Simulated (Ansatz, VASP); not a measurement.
## Fe: VASP beside Ansatz

INCAR

```
PREC = Accurate
ENCUT = 520
EDIFF = 1E-8
ISMEAR = -1
SIGMA = 0.05
LREAL = F
LASPH = T
NELM = 150
ALGO = Normal
ISIF = 2
LWAVE = F
LCHARG = F
ISPIN = 2
MAGMOM = 3
LORBIT = 11
LMAXMIX = 4
GGA = PE
LEFG = T
NBANDS = 14
```

File KPOINTS:

```
regular mesh
0
Gamma
  16 16 16
```

The input POSCAR:

```
Fe
1.0
    0.0000000000      1.9805744844      1.9651051623
    1.5284085041      0.0000000000      1.9651051623
    1.5284085041      1.9805744844      0.0000000000
Fe
1
Direct
    0.0000000000      0.0000000000      0.0000000000
```

Input for Ansatz:

```yaml
crystal:
  lattice:
    - [0.0, 1.9805744844, 1.9651051623]
    - [1.5284085041, 0.0, 1.9651051623]
    - [1.5284085041, 1.9805744844, 0.0]
  atoms:
    - { symbol: Fe, position: [0.0, 0.0, 0.0], spin: 3.0 }
magnetization:
  spin_polarized: true
kpoints:
  mp_grid: { grid: [16, 16, 16] }
scf:
  occupations: { method: fermi_dirac, width: 0.05 }
hamiltonian:
  xc: pbe
  pseudopotentials: { kind: all_electron, datasets: crystal }
output:
  forces: true
  stress: true
  eigenvalues: true
  efg: { contact_densities: true }
```

Change from the starting cell: equal xx and yy strain of +2 %, crystal datasets.

Alike in both runs: task electric field gradients; functional PBE; k mesh 16 × 16 × 16; occupations fermi-dirac, width 0.05 eV; collinear spin.

|  | VASP | Ansatz |
| --- | --- | --- |
| version | VASP 6.6.1 | Ansatz 0.2.0 |
| potentials or method | VASP PAW PBE potentials, release 64 (Fe), cutoff 520 eV | all-electron PAW with datasets made for the crystal, scalar-relativistic |

|  | VASP | Ansatz | Ansatz less VASP |
| --- | --- | --- | --- |
| pressure (GPa) | -6.4 | -6.9 | -0.50 |
| traceless stress, the component that is largest in VASP (GPa) | -5.12 | -5.20 | -0.076 |
| net moment per atom (μB) | 2.32 | 2.28 | -0.038 |
| size of the moment on the site where the two differ most (μB) | 2.32 | 2.33 | +0.011 |
| size of Vzz on the site where it differs most (V/Å²) | 5.3 | 6.4 | +1.05 |

Site moments also hang on the region over which each program counts them. Ansatz ran all-electron here, and VASP with PAW potentials. Ansatz's warnings: printed levels off.
